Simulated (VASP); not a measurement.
A run of VASP 6.6.1 is set up as follows.

The input INCAR:

```
ALGO     = Normal         # electronic algorithm
EDIFF    = 1E-6           # SCF threshold, eV
ENCUT    = 520            # plane-wave cutoff, eV
GGA      = PS             # functional
ISIF     = 2              # what is computed and relaxed
ISMEAR   = 0              # smearing method
LASPH    = True           # aspherical terms in the spheres
LCHARG   = False          # write CHGCAR
LREAL    = False          # projectors in reciprocal space
LWAVE    = False          # write WAVECAR
NBANDS   = 10             # bands
NELM     = 100            # most SCF steps
PREC     = Accurate       # precision mode
SIGMA    = 0.15           # smearing width, eV
```

Contents of KPOINTS:

```
k-points
0
Gamma
  18 18 10
```

The input POSCAR:

```
Al
1.0
    3.0492000000      0.0000000000      0.0000000000
   -1.5246000000      2.6406846612      0.0000000000
    0.0000000000      0.0000000000      4.4157000000
Al
2
Direct
    0.6666666667      0.3333333333      0.7500000000
    0.3333333333      0.6666666667      0.2500000000
```

Potentials or basis: VASP PAW PBE potentials, release 64 (Al).

Command:

```sh
$ cat potpaw_PBE.64/Al/POTCAR > POTCAR
$ mpirun -np 1 vasp_std > vasp.out
```

(1) Predict the band gap on the k mesh.

(2) Predict the pressure.

## Answers

(1) zero (band 3 reaches 12.90 eV, above the bottom of band 4 at 3.93 eV).

(2) -4.4 GPa.

Caveat: the PAW data sets were made with another functional, which shifts forces and pressure a little.
